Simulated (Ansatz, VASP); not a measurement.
## Yb2Ti: VASP beside Ansatz

```
CELL_PARAMETERS angstrom
3.44940 0.00000 0.00000
-1.72470 2.98726 0.00000
0.00000 0.00000 5.82326
ATOMIC_POSITIONS crystal
Yb 0.66667 0.33333 0.75710
Yb 0.33333 0.66667 0.24290
Ti 0.00000 0.00000 0.00000
```

Change from the starting cell: species swapped into the SnSe2 type (P-3m1, No. 164).

Alike in both runs: task single point; functional PBE; k mesh 6 × 6 × 4; occupations gaussian, width 0.1 eV; no spin polarisation.

```csv
,VASP,Ansatz
version,VASP 6.6.1,Ansatz 0.2.0
potentials or method,"VASP PAW PBE potentials, release 64 (Yb, Ti_sv), cutoff 520 eV","scalar-relativistic, plane waves, PAW"
valence electrons in the cell,60,60
```

```csv
,VASP,Ansatz,Ansatz less VASP
gap on the k mesh at the Fermi level (eV),none,none,-
pressure (GPa),26.4,27.4,+1.03
"traceless stress, the component that is largest in VASP (GPa)",-0.73,-0.85,-0.126
rms of the force components (eV/Å),1.738,1.710,-0.0277
```

Atom by atom the forces differ by 0.028 eV/Å (rms over components). A gap of «none» marks a metal or a gap that the smearing closes.

Spin-orbit coupling is off throughout.
